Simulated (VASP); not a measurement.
A run of VASP 6.6.1:

File INCAR:

```
SYSTEM = Ca3H
ALGO = Normal
EDIFF = 1E-7
EDIFFG = -0.04
ENCUT = 1230
GGA = PE
GGA_COMPAT = .False.
IBRION = 2
ISIF = 3
ISMEAR = 0
LASPH = .True.
LCHARG = .False.
LREAL = .False.
LWAVE = .False.
NELM = 120
NELMIN = 4
NSW = 90
PREC = Accurate
SIGMA = 0.1
```

The input KPOINTS:

```
k-points
0
Gamma
  4 4 4
  0 0 0
```

Contents of POSCAR:

```
Ca3H
1.0
    4.2052743000      0.0000000000      0.0000000000
    0.0000000000      4.2052743000      0.0000000000
    0.0000000000      0.0000000000      4.2052743000
Ca H
3 1
Direct
    0.5000000000      0.5000000000      0.0000000000
    0.5000000000      0.0000000000      0.5000000000
    0.0000000000      0.5000000000      0.5000000000
    0.0000000000      0.0000000000      0.0000000000
```

Potentials or basis: VASP PAW PBE potentials, release 64 (Ca_sv, H_h).

Launch:

```bash
$ cat potpaw_PBE.64/Ca_sv/POTCAR potpaw_PBE.64/H_h/POTCAR > POTCAR
$ mpirun -np 1 vasp_std > vasp.out
```

Hardware: 1 thread of Intel(R) Xeon(R) Platinum 8259CL CPU @ 2.50GHz (Skylake/Cascade Lake), on a shared host.

Task: How long does it take, and how much memory?

Result: It took 3.9 min on 1 thread of Intel(R) Xeon(R) Platinum 8259CL CPU @ 2.50GHz (Skylake/Cascade Lake), on a shared host, peak memory 0.37 GiB. Counts: scf iterations 71, k points 10, ion steps 5.
